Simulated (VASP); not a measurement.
# BaHg (Fm-3m) in VASP: a series of runs, part 2 of 2

VASP 6.6.1. The steps go on from the part before.

## Step 3: Single point, LDA

This run uses another cell than the first one, of 39.89 Å³/atom, 1.015 times its volume.

The input, INCAR:

```
SYSTEM = BaHg
PREC = Accurate
ENCUT = 520
EDIFF = 1E-6
ISMEAR = 0
SIGMA = 0.1
LREAL = .FALSE.
LASPH = .TRUE.
NELM = 80
ALGO = Normal
ISIF = 2
LWAVE = .FALSE.
LCHARG = .TRUE.
GGA = CA
LELF = .TRUE.
LVHAR = .TRUE.
NBANDS = 18
```

The input, KPOINTS:

```
regular mesh
0
G
  5 5 5
  0 0 0
```

The input, POSCAR:

```
BaHg
1.0
    0.0000000000      3.4169157013      3.4169157013
    3.4169157013      0.0000000000      3.4169157013
    3.4169157013      3.4169157013      0.0000000000
Ba Hg
1 1
Direct
    0.0000000000      0.0000000000      0.0000000000
    0.5000000000      0.5000000000      0.5000000000
```

Potentials or basis: VASP PAW LDA potentials, release 64 (Ba_sv, Hg).

Command:

```bash
cat potpaw_LDA.64/Ba_sv/POTCAR potpaw_LDA.64/Hg/POTCAR > POTCAR
mpirun -np 1 vasp_std > vasp.out
```

OUTCAR:

```text
SYSTEM = BaHg
   PREC = Accurate
   ENCUT = 520
   EDIFF = 1E-6
   ISMEAR = 0
   LREAL = .FALSE.
   LASPH = .TRUE.
   NELM = 80
   ISIF = 2
   GGA = CA

 ion  position               nearest neighbor table
   1  0.000  0.000  0.000-   2 3.42   2 3.42   2 3.42   2 3.42   2 3.42   2 3.42
   2  0.500  0.500  0.500-   1 3.42   1 3.42   1 3.42   1 3.42   1 3.42   1 3.42

  LATTYP: Found a face centered cubic cell.
 ALAT       =     6.8338314026

  Lattice vectors:

 A1 = (   0.0000000000,   3.4169157013,   3.4169157013)
 A2 = (   3.4169157013,   0.0000000000,   3.4169157013)
 A3 = (   3.4169157013,   3.4169157013,   0.0000000000)

Analysis of symmetry for initial positions (statically):
=====================================================================
 Subroutine PRICEL returns:
 Original cell was already a primitive cell.

 Routine SETGRP: Setting up the symmetry group for a
 face centered cubic supercell.

 Subroutine GETGRP returns: Found 48 space group operations
 (whereof 48 operations were pure point group operations)
 out of a pool of 48 trial point group operations.

The static configuration has the point symmetry O_h .

Analysis of symmetry for dynamics (positions and initial velocities):
=====================================================================
 Subroutine PRICEL returns:
 Original cell was already a primitive cell.

 Routine SETGRP: Setting up the symmetry group for a
 face centered cubic supercell.

 Subroutine GETGRP returns: Found 48 space group operations
 (whereof 48 operations were pure point group operations)
 out of a pool of 48 trial point group operations.

The dynamic configuration has the point symmetry O_h .

 Subroutine INISYM returns: Found 48 space group operations
 (whereof 48 operations are pure point group operations),
 and found     1 'primitive' translations

----------------------------------------------------------------------------------------

                                     Primitive cell
[... 93 lines left out ...]
   IALGO  =     38    algorithm
   IMIX   =      4    mixing-type and parameters
     AMIX     =   0.40;   BMIX     =  1.00
     AMIX_MAG =   1.60;   BMIX_MAG =  1.00
  volume/ion in A,a.u.               =      39.89       269.22
  Fermi-wavevector in a.u.,A,eV,Ry     =   1.065544  2.013587 15.447843  1.135384
  Thomas-Fermi vector in A             =   2.201099
   LORBIT       =      0    0 simple, 1 ext, 2 COOP (PROOUT), +10 PAW based schemes
   GGA     = CA    functional components
   LHFCALC =     F    Hartree Fock is set to
   AEXX    =    0.0000 exact exchange contribution
   IVDW    =     0    specifies the selected vdW correction
   LEPSILON=     F    determine dielectric tensor
   LRPA    =     F    only Hartree local field effects (RPA)
 non-spin polarized calculation
 Gauss-broadening in eV      SIGMA  =   0.10
  energy-cutoff  :      520.00
  volume of cell :       79.79
 maximum number of plane-waves:      2168
   NGX = 17   NGY = 17   NGZ = 17

 number of electron      22.0000002 magnetization

 Free energy of the ion-electron system (eV)
  ---------------------------------------------------
  ext. energy  EPLUGINS =         0.00000000
  ---------------------------------------------------
  free energy    TOTEN  =        -3.94071199 eV

  energy without entropy =       -3.92097721  energy(sigma->0) =       -3.93084460

 E-fermi :   2.1583     XC(G=0):  -8.9222

 val. band max:        2.0954545129   @ k =  -0.4000   0.4000   0.0000
 cond. band min:       2.2109613982   @ k =   0.2000   0.2000   0.0000
 fundamental gap:      0.1155068853
 Fermi energy:         2.1583405069

 k-point     1 :       0.0000    0.0000    0.0000
  band No.  band energies     occupation
      1     -26.3641      2.00000
      2     -11.5129      2.00000
      3     -11.5129      2.00000
      4     -11.5129      2.00000
      5      -5.6142      2.00000
      6      -5.6142      2.00000
[... 187 lines left out ...]
      5      -5.5282      2.00000
      6      -5.4702      2.00000
[... 10 lines left out ...]
     17       7.0277      0.00000
     18       8.0159      0.00000

------------------------ aborting loop because EDIFF is reached ----------------------------------------

  FORCE on cell =-STRESS in cart. coord.  units (eV):
  Direction    XX          YY          ZZ          XY          YZ          ZX
  --------------------------------------------------------------------------------------
  -------------------------------------------------------------------------------------
  Total       -0.0221516     -0.0221516     -0.0221516      0.0000000     -0.0000000      0.0000000
  in kB       -0.4448193     -0.4448193     -0.4448193      0.0000000     -0.0000000      0.0000000
  external PRESSURE =      -0.4448193 kB  Pullay stress =       0.0000000 kB

 VOLUME and BASIS-vectors are now :
 -----------------------------------------------------------------------------
  energy-cutoff  :      520.00
  volume of cell :       79.79
      direct lattice vectors                 reciprocal lattice vectors
     0.000000000  3.416915701  3.416915701    -0.146330798  0.146330798  0.146330798
     3.416915701  0.000000000  3.416915701     0.146330798 -0.146330798  0.146330798
     3.416915701  3.416915701  0.000000000     0.146330798  0.146330798 -0.146330798

 POSITION                                       TOTAL-FORCE (eV/Angst)
 -----------------------------------------------------------------------------------
      0.00000      0.00000      0.00000        -0.000000     -0.000000      0.000000
      3.41692      3.41692      3.41692         0.000000      0.000000     -0.000000
 -----------------------------------------------------------------------------------
    total drift:                                0.000000      0.000000      0.000000

  FREE ENERGIE OF THE ION-ELECTRON SYSTEM (eV)
  ---------------------------------------------------
  free  energy   TOTEN  =        -3.9407119875 eV

  energy  without entropy=       -3.9209772122  energy(sigma->0) =       -3.93084460
```

OSZICAR:

```text
N       E                     dE             d eps       ncg     rms          rms(c)
DAV:   1     0.147616903789E+03    0.14762E+03   -0.10178E+04   360   0.109E+03
DAV:   2     0.336341680106E+01   -0.14425E+03   -0.13751E+03   404   0.246E+02
DAV:   3    -0.405807637999E+01   -0.74215E+01   -0.73750E+01   504   0.560E+01
DAV:   4    -0.417165535803E+01   -0.11358E+00   -0.11349E+00   480   0.557E+00
DAV:   5    -0.417310963650E+01   -0.14543E-02   -0.14541E-02   426   0.484E-01    0.357E+00
DAV:   6    -0.395556936250E+01    0.21754E+00   -0.68127E-01   386   0.574E+00    0.179E+00
DAV:   7    -0.394458062083E+01    0.10989E-01   -0.36131E-02   400   0.104E+00    0.107E+00
DAV:   8    -0.394076993004E+01    0.38107E-02   -0.55121E-03   430   0.667E-01    0.127E-01
DAV:   9    -0.394072616611E+01    0.43764E-04   -0.28195E-04   412   0.124E-01    0.496E-02
DAV:  10    -0.394071171605E+01    0.14450E-04   -0.38480E-05   530   0.362E-02    0.121E-02
DAV:  11    -0.394071198747E+01   -0.27142E-06   -0.30962E-06   340   0.108E-02
   1 F= -.39407120E+01 E0= -.39308446E+01  d E =-.197348E-01
```

It took 9.7 s on 1 thread of AMD EPYC 9R14 (Zen 4), shared host; peak memory 0.14 GiB.

What came out:

* Free energy: -3.9407 eV
* Pressure: 0.0 GPa
* Band gap on the k mesh: zero (band 11 reaches 4.17 eV, above the bottom of band 12 at 2.10 eV)

Caveat: spin-orbit coupling is left out, which moves the levels of the heavy elements.

## Step 4: Relaxation of cell and atoms, LDA

The input, INCAR:

```
SYSTEM = BaHg
PREC     = Accurate       ! precision mode
ENCUT    = 600            ! plane-wave cutoff, eV
EDIFF    = 1E-6           ! SCF threshold, eV
ISMEAR   = 0              ! smearing method
SIGMA    = 0.1            ! smearing width, eV
LREAL    = .False.        ! projectors in reciprocal space
LASPH    = .True.         ! aspherical terms in the spheres
NELM     = 80             ! most SCF steps
ALGO     = Normal         ! electronic algorithm
ISIF     = 3              ! what is computed and relaxed
LWAVE    = .False.        ! write WAVECAR
LCHARG   = .False.        ! write CHGCAR
GGA      = CA             ! functional
IBRION   = 2              ! ionic algorithm
NSW      = 80             ! ionic steps
EDIFFG   = -0.01          ! ionic threshold
```

The input, KPOINTS:

```
regular mesh
0
Gamma
  5 5 5
  0 0 0
```

The input, POSCAR:

```
BaHg
1.0
    0.0000000000      3.4000000000      3.4000000000
    3.4000000000      0.0000000000      3.4000000000
    3.4000000000      3.4000000000      0.0000000000
Ba Hg
1 1
Direct
    0.0000000000      0.0000000000      0.0000000000
    0.5000000000      0.5000000000      0.5000000000
```

Command:

```bash
cat potpaw_LDA.64/Ba_sv/POTCAR potpaw_LDA.64/Hg/POTCAR > POTCAR
mpirun -np 1 vasp_std > vasp.out
```

It took 17 s on 1 thread of AMD EPYC 9R14 (Zen 4), shared host; peak memory 0.16 GiB.

The run converged. Its results:

```
Free energy                            : -3.9406 eV
Relaxed volume                         : 39.81 Å³/atom
Relaxed cell                           : a = 4.829 Å, b = 4.829 Å, c = 4.829 Å, α = 60.00°, β = 60.00°, γ = 60.00°
Space group after relaxing (to 0.05 Å) : Fm-3m (No. 225)
Energy gained by relaxing              : 0.6 meV/atom
Ionic steps                            : 2
Pressure after relaxing                : 0.0 GPa
Band gap on the k mesh                 : zero (band 11 reaches 4.19 eV, above the bottom of band 12 at 2.11 eV)
```

The path:
```tsv
step	energy change (eV)	largest force (eV/Å)	pressure (GPa)	volume (Å³)
1	0.0000	0.0000	0.36	78.61
2	-0.0012	0.0000	0.03	79.61
```

Final structure:
```
Ba Hg
1.0
     0.00000    3.41439    3.41439
     3.41439    0.00000    3.41439
     3.41439    3.41439    0.00000
Ba Hg
1 1
Direct
  0.00000 0.00000 0.00000
  0.50000 0.50000 0.50000
```

Levels at points of the mesh, in eV from the Fermi level:
| k point | band 8 | band 9 | band 10 | band 11 | band 12 | band 13 | band 14 | band 15 |
| --- | --- | --- | --- | --- | --- | --- | --- | --- |
| (0.00, 0.00, 0.00) | -7.65 | -7.65 | -6.23 | 2.02 | 2.02 | 2.02 | 3.32 | 3.32 |

Caveat: spin-orbit coupling is left out, which moves the levels of the heavy elements.

## Step 5: The runs side by side

| task | cell | cutoff (eV) | gap on the mesh (eV) | pressure (GPa) |
| --- | --- | --- | --- | --- |
| single point | a = 4.808 Å, angles 60.0°, 2 atoms | 520 | none | 0.3 |
| single point | a = 4.832 Å, angles 60.0°, 2 atoms | 520 | none | 0.0 |
| relaxation of cell and atoms | relaxed from a = 4.808 Å, angles 60.0°, 2 atoms | 600 | none | 0.0 |

Alike in all rows: level LDA; potentials or basis VASP PAW LDA potentials, release 64 (Ba_sv, Hg); no spin polarisation; k mesh 5 × 5 × 5; smearing gaussian 0.1 eV.

Caveats: spin-orbit coupling is left out, which moves the levels of the heavy elements.

Absolute energies hang on the potentials; compare differences alone.
